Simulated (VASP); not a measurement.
# TaBi2O5 (Cmcm) in VASP: a series of runs

Runs on TaBi2O5. Level: PBE. Tasks: single point.

Program: VASP 6.6.1. These are calculated values, not measurements. Logs are shortened: lines on timing, memory, paths and dates and some standing lists are left out, and cuts for length are marked.

### 1 The cell of the first run

The structure is orthorhombic, space group Cmcm (No. 63). Conventional cell: a = 4.013 Å, b = 12.305 Å, c = 10.817 Å, α = 90.00°, β = 90.00°, γ = 90.00°. Ta (site symmetry m2m) has 6 O at 1.94 to 2.12 Å within 2.6 Å. Within 3.0 Å of Bi (site symmetry m) lie 6 O at 2.29 to 2.87 Å. O (site symmetry m) has 1 Ta at 1.94 Å and 2 Bi at 2.34 to 2.40 Å within 2.6 Å. Within 3.0 Å of O (site symmetry m) lie 1 Ta at 2.12 Å and 3 Bi at 2.29 to 2.85 Å and 4 O at 2.73 to 2.96 Å. O (site symmetry m2m) has 2 Ta at 2.03 Å and 8 O at 2.78 to 2.93 Å and 2 Bi at 2.87 Å within 3.0 Å.

### 2 Single point, PBE

Input file INCAR:

```
ALGO = Normal ; EDIFF = 1E-6
ENCUT = 700 ; GGA = PE
GGA_COMPAT = False ; ISIF = 2
ISMEAR = 0 ; LASPH = True
LCHARG = False ; LREAL = Auto
LWAVE = False ; NBANDS = 87
NELM = 120 ; PREC = Accurate
SIGMA = 0.15
```

Input file KPOINTS:

```
k-points
0
Gamma
  3 3 1
```

Input file POSCAR:

```
TaBi2O5
1.0
    2.0063801045     -6.1527328977      0.0000000000
    2.0063801045      6.1527328977      0.0000000000
    0.0000000000      0.0000000000     10.8172034937
Ta Bi O
2 4 10
Direct
    0.1550861684      0.8449138316      0.2500000000
    0.8449138316      0.1550861684      0.7500000000
    0.8665971507      0.1334028493      0.0925268126
    0.8665971507      0.1334028493      0.4074731874
    0.1334028493      0.8665971507      0.9074731874
    0.1334028493      0.8665971507      0.5925268126
    0.0559303592      0.9440696408      0.1109682708
    0.0559303592      0.9440696408      0.3890317292
    0.2780078555      0.7219921445      0.3869574898
    0.2780078555      0.7219921445      0.1130425102
    0.9440696408      0.0559303592      0.8890317292
    0.9440696408      0.0559303592      0.6109682708
    0.7219921445      0.2780078555      0.8869574898
    0.7219921445      0.2780078555      0.6130425102
    0.3215023028      0.6784976972      0.7500000000
    0.6784976972      0.3215023028      0.2500000000
```

Potentials or basis: VASP PAW PBE potentials, release 64 (Ta_sv_GW, Bi_d, O).

Started as:

```
$ cat potpaw_PBE.64/Ta_sv_GW/POTCAR potpaw_PBE.64/Bi_d/POTCAR potpaw_PBE.64/O/POTCAR > POTCAR
$ mpirun -np 1 vasp_std > vasp.out
```

OUTCAR:

```text
EDIFF = 1E-6
   ENCUT = 700
   GGA = PE
   ISIF = 2
   ISMEAR = 0
   LASPH = True
   LREAL = Auto
   NELM = 120
   PREC = Accurate

 ion  position               nearest neighbor table
   1  0.155  0.845  0.250-   7 1.94   8 1.94  16 2.03  16 2.03  10 2.12   9 2.12
   2  0.845  0.155  0.750-  11 1.94  12 1.94  15 2.03  15 2.03  14 2.12  13 2.12
   3  0.867  0.133  0.093-  10 2.29  10 2.29   7 2.34  11 2.40  13 2.85  16 2.87   4 3.41   5 3.85

   4  0.867  0.133  0.407-   9 2.29   9 2.29   8 2.34  12 2.40  14 2.85  16 2.87   3 3.41   6 3.85

   5  0.133  0.867  0.907-  13 2.29  13 2.29  11 2.34   7 2.40  10 2.85  15 2.87   6 3.41   3 3.85

   6  0.133  0.867  0.593-  14 2.29  14 2.29  12 2.34   8 2.40   9 2.85  15 2.87   5 3.41   4 3.85

   7  0.056  0.944  0.111-   1 1.94   3 2.34   5 2.40
   8  0.056  0.944  0.389-   1 1.94   4 2.34   6 2.40
   9  0.278  0.722  0.387-   1 2.12   4 2.29   4 2.29   6 2.85
  10  0.278  0.722  0.113-   1 2.12   3 2.29   3 2.29   5 2.85
  11  0.944  0.056  0.889-   2 1.94   5 2.34   3 2.40
  12  0.944  0.056  0.611-   2 1.94   6 2.34   4 2.40
  13  0.722  0.278  0.887-   2 2.12   5 2.29   5 2.29   3 2.85
  14  0.722  0.278  0.613-   2 2.12   6 2.29   6 2.29   4 2.85
  15  0.322  0.678  0.750-   2 2.03   2 2.03   6 2.87   5 2.87
  16  0.678  0.322  0.250-   1 2.03   1 2.03   4 2.87   3 2.87

  LATTYP: Found a base centered orthorhombic cell.
 ALAT       =     4.0127602090
 B/A-ratio  =     3.0665838860
 C/A-ratio  =     2.6957014450

  Lattice vectors:

 A1 = (   2.0063801045,  -6.1527328977,   0.0000000000)
 A2 = (   2.0063801045,   6.1527328977,   0.0000000000)
 A3 = (   0.0000000000,   0.0000000000,  10.8172034937)

Analysis of symmetry for initial positions (statically):
=====================================================================
 Subroutine PRICEL returns:
 Original cell was already a primitive cell.

 Routine SETGRP: Setting up the symmetry group for a
 base centered orthorhombic supercell.

 Subroutine GETGRP returns: Found  8 space group operations
 (whereof  4 operations were pure point group operations)
 out of a pool of  8 trial point group operations.

The static configuration has the point symmetry C_2h.
 The point group associated with its full space group is D_2h.

Analysis of symmetry for dynamics (positions and initial velocities):
=====================================================================
 Subroutine PRICEL returns:
 Original cell was already a primitive cell.

 Routine SETGRP: Setting up the symmetry group for a
 base centered orthorhombic supercell.

[... 119 lines left out ...]
   ISYM   =      2    0-nonsym 1-usesym 2-fastsym
   POTIM  = 0.5000    time-step for ionic-motion
   TEBEG  =    0.0;   TEEND  =   0.0 temperature during run
   PSTRESS=    0.0 pullay stress
   NELECT =     146.0000    total number of electrons
   NUPDOWN=      -1.0000    fix difference up-down
   EMIN   =  10.00;   EMAX   =-10.00  energy-range for DOS
   EFERMI =   0.00;   METHOD = LEGACY
   ISMEAR =     0;   SIGMA  =   0.15  broadening in eV -4-tet -1-fermi 0-gaus
   EFERMI_NEDOS =   21; number of points for ismear=-14 and -15
   IALGO  =     38    algorithm
   IMIX   =      4    mixing-type and parameters
     AMIX     =   0.40;   BMIX     =  1.00
     AMIX_MAG =   1.60;   BMIX_MAG =  1.00
  volume/ion in A,a.u.               =      16.69       112.64
  Fermi-wavevector in a.u.,A,eV,Ry     =   1.338599  2.529585 24.379547  1.791846
  Thomas-Fermi vector in A             =   2.467056
   LORBIT       =      0    0 simple, 1 ext, 2 COOP (PROOUT), +10 PAW based schemes
   GGA     = PE    functional components
   LHFCALC =     F    Hartree Fock is set to
   AEXX    =    0.0000 exact exchange contribution
   IVDW    =     0    specifies the selected vdW correction
   LEPSILON=     F    determine dielectric tensor
   LRPA    =     F    only Hartree local field effects (RPA)
 non-spin polarized calculation
 Gauss-broadening in eV      SIGMA  =   0.15
  energy-cutoff  :      700.00
  volume of cell :      267.07
 maximum number of plane-waves:     11261
   NGX = 27   NGY = 27   NGZ = 47

 number of electron     145.9999996 magnetization

 Free energy of the ion-electron system (eV)
  ---------------------------------------------------
  ext. energy  EPLUGINS =         0.00000000
  ---------------------------------------------------
  free energy    TOTEN  =      -122.69188940 eV

  energy without entropy =     -122.69137545  energy(sigma->0) =     -122.69163243

 E-fermi :   6.1481     XC(G=0): -10.0011

 val. band max:        5.8360139004   @ k =  -0.3333   0.3333   0.0000
 cond. band min:       6.4825165015   @ k =   0.3333   0.0000   0.0000
 fundamental gap:      0.6465026011
 Fermi energy:         6.1481217920

 k-point     1 :       0.0000    0.0000    0.0000
  band No.  band energies     occupation
      1     -63.5651      2.00000
      2     -63.5651      2.00000
      3     -30.0199      2.00000
      4     -30.0196      2.00000
      5     -30.0143      2.00000
      6     -30.0143      2.00000
[... 341 lines left out ...]
     84       9.4883      0.00000
     85       9.6810      0.00000
 [bands above 85 left out]

------------------------ aborting loop because EDIFF is reached ----------------------------------------

  FORCE on cell =-STRESS in cart. coord.  units (eV):
  Direction    XX          YY          ZZ          XY          YZ          ZX
  --------------------------------------------------------------------------------------
  -------------------------------------------------------------------------------------
  Total       -0.4307776      0.3263862     -0.1361102      0.0000000     -0.0000000      0.0000000
  in kB       -2.5842672      1.9580155     -0.8165351      0.0000000     -0.0000000      0.0000000
  external PRESSURE =      -0.4809289 kB  Pullay stress =       0.0000000 kB

 VOLUME and BASIS-vectors are now :
 -----------------------------------------------------------------------------
  energy-cutoff  :      700.00
  volume of cell :      267.07
      direct lattice vectors                 reciprocal lattice vectors
     2.006380104 -6.152732898  0.000000000     0.249205023 -0.081264701  0.000000000
     2.006380104  6.152732898  0.000000000     0.249205023  0.081264701  0.000000000
     0.000000000  0.000000000 10.817203494     0.000000000  0.000000000  0.092445335

 POSITION                                       TOTAL-FORCE (eV/Angst)
 -----------------------------------------------------------------------------------
      2.00638      4.24433      2.70430         0.000000     -0.085899      0.000000
      2.00638     -4.24433      8.11290         0.000000      0.085899      0.000000
      2.00638     -4.51115      1.00088         0.000000      0.031604      0.028989
      2.00638     -4.51115      4.40772         0.000000      0.031604     -0.028989
      2.00638      4.51115      9.81632         0.000000     -0.031604     -0.028989
      2.00638      4.51115      6.40948         0.000000     -0.031604      0.028989
[... 8 lines left out ...]
      2.00638      2.19650      8.11290         0.000000      0.047970      0.000000
      2.00638     -2.19650      2.70430         0.000000     -0.047970      0.000000
 -----------------------------------------------------------------------------------
    total drift:                               -0.000000      0.000000     -0.000000

  FREE ENERGIE OF THE ION-ELECTRON SYSTEM (eV)
  ---------------------------------------------------
  free  energy   TOTEN  =      -122.6918894006 eV

  energy  without entropy=     -122.6913754535  energy(sigma->0) =     -122.69163243
```

Wall time 5.1 min (1 thread of Intel Xeon 6975P-C (Granite Rapids), shared host); peak memory 0.67 GiB.

What came out:

| Quantity | Value |
| --- | --- |
| Free energy | -122.6919 eV |
| Pressure | 0.0 GPa |
| Largest force | 0.086 eV/Å |
| Band gap on the k mesh | 0.65 eV (least direct gap 0.88 eV) |

Forces in eV/Å, atoms in the order of the input:
```
Ta   0.000 -0.086  0.000
Ta   0.000  0.086  0.000
Bi   0.000  0.032  0.029
Bi   0.000  0.032 -0.029
Bi   0.000 -0.032 -0.029
Bi   0.000 -0.032  0.029
O    0.000  0.060 -0.012
O    0.000  0.060  0.012
O    0.000  0.024 -0.003
O    0.000  0.024  0.003
O    0.000 -0.060  0.012
O    0.000 -0.060 -0.012
O    0.000 -0.024 -0.003
O    0.000 -0.024  0.003
O    0.000  0.048  0.000
O    0.000 -0.048  0.000
```

Stress tensor (GPa, compression positive):
```
-0.26  0.00  0.00
 0.00  0.20  0.00
 0.00  0.00 -0.08
```

Caveat: the k points lie up to 0.58 Å⁻¹ apart; spin-orbit coupling is left out, which moves the levels of the heavy elements.

### 3 Single point, PBE

Input file INCAR:

```
PREC = Accurate
ENCUT = 600
EDIFF = 1E-6
ISMEAR = 0
SIGMA = 0.1
LREAL = F
LASPH = T
NELM = 120
ALGO = Normal
ISIF = 2
LWAVE = F
LCHARG = F
GGA = PE
NBANDS = 85
GGA_COMPAT = F
```

Input file KPOINTS:

```
Automatic mesh
0
Gamma
  4 4 2
```

Input file POSCAR:

```
TaBi2O5
1.0
    2.0063801045     -6.1527328977      0.0000000000
    2.0063801045      6.1527328977      0.0000000000
    0.0000000000      0.0000000000     10.8172034937
Ta Bi O
2 4 10
Direct
    0.1550861684      0.8449138316      0.7500000000
    0.8449138316      0.1550861684      0.2500000000
    0.8665971507      0.1334028493      0.5925268126
    0.8665971507      0.1334028493      0.9074731874
    0.1334028493      0.8665971507      0.4074731874
    0.1334028493      0.8665971507      0.0925268126
    0.0559303592      0.9440696408      0.6109682708
    0.0559303592      0.9440696408      0.8890317292
    0.2780078555      0.7219921445      0.8869574898
    0.2780078555      0.7219921445      0.6130425102
    0.9440696408      0.0559303592      0.3890317292
    0.9440696408      0.0559303592      0.1109682708
    0.7219921445      0.2780078555      0.3869574898
    0.7219921445      0.2780078555      0.1130425102
    0.3215023028      0.6784976972      0.2500000000
    0.6784976972      0.3215023028      0.7500000000
```

Potentials or basis: VASP PAW PBE potentials, release 64 (Ta_pv, Bi_d, O).

Started as:

```
$ cat potpaw_PBE.64/Ta_pv/POTCAR potpaw_PBE.64/Bi_d/POTCAR potpaw_PBE.64/O/POTCAR > POTCAR
$ mpirun -np 1 vasp_std > vasp.out
```

Run time: 22 min. Hardware: 1 thread of Oxide Virtual Turin-like, shared host; peak memory 0.72 GiB.

Results (log left out):

| Item | Value |
| --- | --- |
| Free energy | -117.0229 eV |
| Pressure | 0.5 GPa |
| Largest force | 0.485 eV/Å |
| Band gap on the k mesh | zero (bands 71 and 72 overlap by 0.46 eV) |

Forces in eV/Å, atoms in the order of the input:
```
Ta   0.000 -0.485  0.000
Ta   0.000  0.485  0.000
Bi   0.000  0.300  0.086
Bi   0.000  0.300 -0.086
Bi   0.000 -0.300 -0.086
Bi   0.000 -0.300  0.086
O    0.000  0.134  0.357
O    0.000  0.134 -0.357
O    0.000 -0.060 -0.017
O    0.000 -0.060  0.017
O    0.000 -0.134 -0.357
O    0.000 -0.134  0.357
O    0.000  0.060 -0.017
O    0.000  0.060  0.017
O    0.000 -0.093  0.000
O    0.000  0.093  0.000
```

Stress tensor (GPa, compression positive):
```
-0.03  0.00  0.00
 0.00  1.86  0.00
 0.00  0.00 -0.44
```

Levels at points of the mesh, in eV from the Fermi level:
```csv
k point,band 69,band 70,band 71,band 72,band 73,band 74
"(0.00, 0.00, 0.00)",-2.84,-2.56,-1.11,0.15,1.27,1.35
"(0.50, 0.00, 0.00)",-2.41,-1.85,-0.98,-0.09,1.02,1.11
"(0.50, 0.50, 0.00)",-2.68,-2.52,-0.55,0.19,0.88,1.09
"(0.00, 0.00, 0.50)",-2.81,-2.81,-0.16,-0.16,1.24,1.24
"(0.50, 0.00, 0.50)",-2.18,-2.18,0.08,0.08,0.94,0.94
"(0.50, 0.50, 0.50)",-2.64,-2.64,0.30,0.30,0.99,0.99
```

Caveat: the k points lie up to 0.41 Å⁻¹ apart; spin-orbit coupling is left out, which moves the levels of the heavy elements.

### 4 Single point, PBE

This run uses another cell than the first one, of 16.74 Å³/atom.

Input file INCAR:

```
SYSTEM = TaBi2O5
PREC = Accurate
ENCUT = 600
EDIFF = 1E-6
ISMEAR = 0
SIGMA = 0.1
LREAL = .False.
LASPH = .True.
NELM = 120
ALGO = Normal
ISIF = 2
LWAVE = .False.
LCHARG = .True.
GGA = PE
LELF = .True.
LVHAR = .True.
NBANDS = 85
GGA_COMPAT = .False.
```

Input file KPOINTS:

```
regular mesh
0
Gamma
  4 4 2
  0 0 0
```

Input file POSCAR:

```
TaBi2O5
1.0
    2.0102911421     -6.2338163694      0.0000000000
    2.0102911421      6.2338163694      0.0000000000
    0.0000000000      0.0000000000     10.6840349173
Ta Bi O
2 4 10
Direct
    0.1562238535      0.8437761465      0.7500000000
    0.8437761465      0.1562238535      0.2500000000
    0.8629846182      0.1370153818      0.5915931733
    0.8629846182      0.1370153818      0.9084068267
    0.1370153818      0.8629846182      0.4084068267
    0.1370153818      0.8629846182      0.0915931733
    0.0535440967      0.9464559033      0.6170383630
    0.0535440967      0.9464559033      0.8829616370
    0.2757235941      0.7242764059      0.8924778936
    0.2757235941      0.7242764059      0.6075221064
    0.9464559033      0.0535440967      0.3829616370
    0.9464559033      0.0535440967      0.1170383630
    0.7242764059      0.2757235941      0.3924778936
    0.7242764059      0.2757235941      0.1075221064
    0.3179446497      0.6820553503      0.2500000000
    0.6820553503      0.3179446497      0.7500000000
```

Started as:

```
$ cat potpaw_PBE.64/Ta_pv/POTCAR potpaw_PBE.64/Bi_d/POTCAR potpaw_PBE.64/O/POTCAR > POTCAR
$ mpirun -np 1 vasp_std > vasp.out
```

Wall time 24 min (1 thread of Oxide Virtual Turin-like, shared host); peak memory 0.72 GiB.

The run converged. Its results:

| Quantity | Value |
| --- | --- |
| Free energy | -117.1296 eV |
| Pressure | 0.3 GPa |
| Largest force | 0.121 eV/Å |
| Band gap on the k mesh | zero (bands 71 and 72 overlap by 0.48 eV) |

Forces in eV/Å, atoms in the order of the input:
```
Ta   0.000 -0.085  0.000
Ta   0.000  0.085  0.000
Bi   0.000 -0.016 -0.038
Bi   0.000 -0.016  0.038
Bi   0.000  0.016  0.038
Bi   0.000  0.016 -0.038
O    0.000  0.056 -0.108
O    0.000  0.056  0.108
O    0.000 -0.016  0.045
O    0.000 -0.016 -0.045
O    0.000 -0.056  0.108
O    0.000 -0.056 -0.108
O    0.000  0.016  0.045
O    0.000  0.016 -0.045
O    0.000 -0.011  0.000
O    0.000  0.011  0.000
```

Stress tensor (GPa, compression positive):
```
0.04 0.00 0.00
0.00 0.47 0.00
0.00 0.00 0.25
```

Levels at points of the mesh, in eV from the Fermi level:
| k point | band 67 | band 68 | band 69 | band 70 | band 71 | band 72 | band 73 | band 74 | band 75 | band 76 |
| --- | --- | --- | --- | --- | --- | --- | --- | --- | --- | --- |
| (0.00, 0.00, 0.00) | -3.52 | -3.12 | -2.82 | -2.47 | -1.12 | 0.20 | 1.34 | 1.45 | 1.48 | 1.50 |
| (0.50, 0.00, 0.00) | -2.95 | -2.86 | -2.51 | -1.93 | -0.83 | -0.15 | 1.00 | 1.07 | 1.40 | 1.69 |
| (0.50, 0.50, 0.00) | -2.79 | -2.75 | -2.66 | -2.50 | -0.28 | -0.12 | 1.04 | 1.11 | 1.23 | 1.46 |
| (0.00, 0.00, 0.50) | -3.40 | -3.40 | -2.77 | -2.77 | -0.13 | -0.13 | 1.34 | 1.34 | 1.48 | 1.48 |
| (0.50, 0.00, 0.50) | -2.88 | -2.88 | -2.30 | -2.30 | 0.17 | 0.17 | 0.90 | 0.90 | 1.63 | 1.63 |
| (0.50, 0.50, 0.50) | -2.85 | -2.85 | -2.63 | -2.63 | 0.33 | 0.33 | 1.12 | 1.12 | 1.28 | 1.28 |

Caveat: the k points lie up to 0.41 Å⁻¹ apart; spin-orbit coupling is left out, which moves the levels of the heavy elements.

### 5 Summary

```tsv
potentials or basis	cell	k mesh	cutoff (eV)	smearing	gap on the mesh (eV)	pressure (GPa)	largest force (eV/Å)
VASP PAW PBE potentials, release 64 (Ta_sv_GW, Bi_d, O)	a = 6.472, b = 6.472, c = 10.817 Å, angles 90.0, 90.0, 143.9°, 16 atoms, atomic positions A	3 × 3 × 1	700	gaussian 0.15 eV	0.65	0.0	0.09
VASP PAW PBE potentials, release 64 (Ta_pv, Bi_d, O)	a = 6.472, b = 6.472, c = 10.817 Å, angles 90.0, 90.0, 143.9°, 16 atoms, atomic positions A	4 × 4 × 2	600	gaussian 0.1 eV	none	0.5	0.48
VASP PAW PBE potentials, release 64 (Ta_pv, Bi_d, O)	a = 6.550, b = 6.550, c = 10.684 Å, angles 90.0, 90.0, 144.3°, 16 atoms, atomic positions B	4 × 4 × 2	600	gaussian 0.1 eV	none	0.3	0.12
```

Alike in all rows: task single point; level PBE; no spin polarisation.

Caveats: all runs use coarse meshes; spin-orbit coupling is left out, which moves the levels of the heavy elements.

Total energies depend on the potentials used, so only differences within one code and one set of settings carry meaning.

The gap in the log of VASP goes by the Fermi energy; the results here count the filled bands.